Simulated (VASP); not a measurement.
A run of VASP 6.6.1 is set up as follows.

File INCAR:

```
SYSTEM = Sc2SbAs
ALGO = Normal ; EDIFF = 1E-6
ENCUT = 520 ; GGA = PE
ISIF = 2 ; ISMEAR = 0
LASPH = .True. ; LCHARG = .True.
LELF = .True. ; LREAL = .False.
LVHAR = .True. ; LWAVE = .False.
NBANDS = 24 ; NELM = 80
PREC = Accurate ; SIGMA = 0.1
```

File KPOINTS:

```
k-points
0
Gamma
  6 6 4
  0 0 0
```

File POSCAR:

```
Sc2SbAs
1.0
    4.7329342700      0.0000000000      0.0000000000
   -2.3664671400      4.0988413100      0.0000000000
    0.0000000000      0.0000000000      5.4508565800
Sc Sb As
2 1 1
Direct
    0.3333333300      0.6666666700      0.5000000000
    0.6666666700      0.3333333300      0.5000000000
    0.0000000000      0.0000000000      0.0000000000
    0.0000000000      0.0000000000      0.5000000000
```

Potentials or basis: VASP PAW PBE potentials, release 64 (Sc_sv, Sb, As).

Command:

```sh
$ cat potpaw_PBE.64/Sc_sv/POTCAR potpaw_PBE.64/Sb/POTCAR potpaw_PBE.64/As/POTCAR > POTCAR
$ mpirun -np 1 vasp_std > vasp.out
```

Q: Estimate the pressure.

A: 4.3 GPa.

Q: Predict the band gap on the k mesh.

A: Zero (bands 16 and 17 overlap by 0.64 eV).

Stress tensor (GPa, compression positive):
```
3.57 0.00 0.00
0.00 3.57 0.00
0.00 0.00 5.70
```

Caveat: the cell stands under pressure; spin-orbit coupling is left out, which moves the levels of the heavy elements.
